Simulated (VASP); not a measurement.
## Ca: single point with PBE

Crystal: Ca.

```
Ca
1.0
     0.00000    2.71459    2.71459
     2.71459    0.00000    2.71459
     2.71459    2.71459    0.00000
Ca
1
Direct
  0.00000 0.00000 0.00000
```

This cell differs from its parent crystal: strained.

```json
{
  "Program": "VASP 6.6.1",
  "Task": "single point",
  "Functional": "PBE",
  "Potentials or basis": "VASP PAW PBE potentials, release 64 (Ca_sv)",
  "Cutoff": "520 eV",
  "k mesh": "14 × 14 × 14",
  "Occupations": "gaussian, width 0.1 eV",
  "Spin": "no spin polarisation"
}
```

```
Pressure               : 1.0 GPa
Band gap on the k mesh : zero (band 5 reaches 2.29 eV, above the bottom of band 6 at 2.06 eV)
```

Levels at points of the mesh, in eV from the Fermi level:
| k point | band 2 | band 3 | band 4 | band 5 | band 6 | band 7 | band 8 | band 9 |
| --- | --- | --- | --- | --- | --- | --- | --- | --- |
| (0.00, 0.00, 0.00) | -22.80 | -22.80 | -22.80 | -4.11 | 2.41 | 2.41 | 2.41 | 3.55 |
| (0.50, 0.00, 0.00) | -22.97 | -22.82 | -22.82 | -1.00 | -0.11 | 2.29 | 2.29 | 4.29 |
| (0.50, 0.50, 0.00) | -22.96 | -22.86 | -22.86 | -0.50 | 0.55 | 1.08 | 4.28 | 4.48 |

Wall time 85 s on 1 thread of AMD EPYC 7R13, with other jobs on the host, peak memory 0.16 GiB.

Caveat: the cell differs from its parent crystal (strained).
